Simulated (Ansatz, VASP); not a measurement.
Zn24SO23 in VASP and in Ansatz

```
Zn S O
1.0
     6.49862    0.00000    0.00000
    -4.87396    8.44195    0.00000
     0.00000    0.00000   10.41142
Zn S O
24 1 23
Cartesian
  0.0000 1.8760 2.6029
  0.0000 1.8760 7.8086
  -1.6247 4.6900 2.6029
  -1.6247 4.6900 7.8086
  -3.2493 7.5040 2.6029
  -3.2493 7.5040 7.8086
  3.2493 1.8760 2.6029
  3.2493 1.8760 7.8086
  1.6247 4.6900 2.6029
  1.6247 4.6900 7.8086
  0.0000 7.5040 2.6029
  0.0000 7.5040 7.8086
  1.6247 0.9380 0.0000
  1.6247 0.9380 5.2057
  0.0000 3.7520 0.0000
  0.0000 3.7520 5.2057
  -1.6247 6.5660 0.0000
  -1.6247 6.5660 5.2057
  4.8740 0.9380 0.0000
  4.8740 0.9380 5.2057
  3.2493 3.7520 0.0000
  3.2493 3.7520 5.2057
  1.6247 6.5660 0.0000
  1.6247 6.5660 5.2057
  1.6247 0.9380 1.9730
  1.6247 0.9380 7.1787
  0.0000 3.7520 1.9730
  0.0000 3.7520 7.1787
  -1.6247 6.5660 1.9730
  -1.6247 6.5660 7.1787
  4.8740 0.9380 1.9730
  4.8740 0.9380 7.1787
  3.2493 3.7520 1.9730
  3.2493 3.7520 7.1787
  1.6247 6.5660 1.9730
  1.6247 6.5660 7.1787
  0.0000 1.8760 4.5759
  0.0000 1.8760 9.7816
  -1.6247 4.6900 4.5759
  -1.6247 4.6900 9.7816
  -3.2493 7.5040 4.5759
  -3.2493 7.5040 9.7816
  3.2493 1.8760 4.5759
  3.2493 1.8760 9.7816
  1.6247 4.6900 4.5759
  1.6247 4.6900 9.7816
  0.0000 7.5040 4.5759
  0.0000 7.5040 9.7816
```

Alike in both runs: task electric field gradients; functional PBE; k mesh 3 × 2 × 2; occupations fermi-dirac, width 0.01 eV; no spin polarisation.

|  | VASP | Ansatz |
| --- | --- | --- |
| version | VASP 6.6.1 | Ansatz 0.2.0 |
| potentials or method | VASP PAW PBE potentials, release 64 (Zn, S, O) | plane-wave PAW, scalar-relativistic |
| plane-wave cutoff (eV) | 520 | 420 |
| valence electrons in the cell | 432 | 432 |

VASP gave:

- gap on the k mesh at the Fermi level (eV): 0.90
- pressure (GPa): 10.2
- traceless stress, the component that is largest in VASP (GPa): 1.29
- rms of the force components (eV/Å): 0.731
- size of Vzz on the site where it differs most (V/Å²): 60.9

Problem. Estimate Ansatz's values.

Solution. gap on the k mesh at the Fermi level (eV): 0.90; pressure (GPa): 9.2; traceless stress, the component that is largest in VASP (GPa): 1.23; rms of the force components (eV/Å): 0.730; size of Vzz on the site where it differs most (V/Å²): 41.0.

Atom by atom the forces differ by 0.002 eV/Å (rms over components). The functional is the same, so the differences come from potentials, cutoffs and numerics.
